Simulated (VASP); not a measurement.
Wanted: the native input for a VASP 6.6.1 run.

```
Task                   : single point
Functional             : PBE
Potentials or basis    : VASP PAW PBE potentials, release 64 (N, Al)
Cutoff                 : 520 eV
k mesh                 : 9 × 9 × 1
Occupations            : gaussian, width 0.05 eV
Spin                   : collinear spin
Starting moments       : [0.0, 0.0, 0.0, 0.0, 3.0, 0.0, 0.0, 0.0, 0.0] μB
Dipole correction      : yes
Further INCAR settings : ALGO = Normal; EDIFF = 1e-06; NBANDS = 32
```

The structure of Al4N5 lies in POSCAR:

```
Al4N5
1.0
    3.1297683445      0.0000000000      0.0000000000
   -1.5648841723      2.7104588943      0.0000000000
    0.0000000000      0.0000000000     25.0621509606
N Al
5 4
Direct
    0.3333333333      0.6666666667      0.1596032203
    0.6666666667      0.3333333333      0.2597004396
    0.3333333333      0.6666666667      0.3620561642
    0.6666666667      0.3333333333      0.4610505141
    0.3333333333      0.6666666667      0.5638842006
    0.6666666667      0.3333333333      0.1833176549
    0.3333333333      0.6666666667      0.2834148742
    0.6666666667      0.3333333333      0.3814237064
    0.3333333333      0.6666666667      0.4812895341
```

These files were run (other wordings do the same):

INCAR

```
SYSTEM = Al4N5
ALGO = Normal ; DIPOL = 0.5 0.5 0.348
EDIFF = 1E-6 ; ENCUT = 520
GGA = PE ; IDIPOL = 3
ISIF = 2 ; ISMEAR = 0
ISPIN = 2 ; LASPH = .True.
LCHARG = .False. ; LDIPOL = .True.
LORBIT = 11 ; LREAL = .False.
LWAVE = .False. ; MAGMOM = 0 0 0 0 3 0 0 0 0
NBANDS = 32 ; NELM = 150
PREC = Accurate ; SIGMA = 0.05
```

KPOINTS

```
k-points
0
Gamma
  9 9 1
  0 0 0
```

Potentials or basis: VASP PAW PBE potentials, release 64 (N, Al).

Run with:

```sh
$ cat potpaw_PBE.64/N/POTCAR potpaw_PBE.64/Al/POTCAR > POTCAR
$ mpirun -np 1 vasp_std > vasp.out
```

It gave:

```json
{"Largest force": "2.283 eV/Å", "Net moment": "2.43 μB per cell", "Site moments": "N +0.03, +0.00, +0.01, +0.05, +1.49; Al +0.00 μB", "Valence electrons inside the program's atomic spheres": "N 3.70, 3.84, 3.86, 3.37 (each value once); Al 0.80, 0.79 (each value once)"}
```

It took 4.7 min on 1 thread of Intel(R) Xeon(R) 6975P-C (Granite Rapids) (shared host), peak memory 0.47 GiB.
